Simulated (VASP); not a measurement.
Runs of VASP 6.6.1 on PbSe. The structure is that of space group F-43m (No. 216), or close to it. The cells are those of the table. 

```csv
task,cell,k mesh,cutoff (eV),smearing,gap on the mesh (eV),pressure (GPa)
single point,"a = 4.880 Å, angles 60.0°, 2 atoms",8 × 8 × 8,520,gaussian 0.02 eV,0.67,0.0
relaxation of cell and atoms,"relaxed from a = 4.997 Å, angles 60.0°, 2 atoms",8 × 8 × 8,600,gaussian 0.02 eV,0.67,0.0
single point,"a = 4.997 Å, angles 60.0°, 2 atoms",4 × 4 × 4,520,gaussian 0.1 eV,0.82,(a)
relaxation of cell and atoms,"relaxed from a = 4.880 Å, angles 60.0°, 2 atoms",8 × 8 × 8,600,gaussian 0.02 eV,0.67,0.0
```

Alike in all rows: level PBE; potentials or basis VASP PAW PBE potentials, release 64 (Pb_d, Se); no spin polarisation.

Problem. Estimate the missing entries.

Solution. (a) -1.9.

Caveats: spin-orbit coupling is left out, which moves the levels of the heavy elements; the relaxation stopped at its first step, so nothing moved (some runs).

A k mesh can miss the band edges, and the runs leave out spin-orbit coupling on Pb, Se.
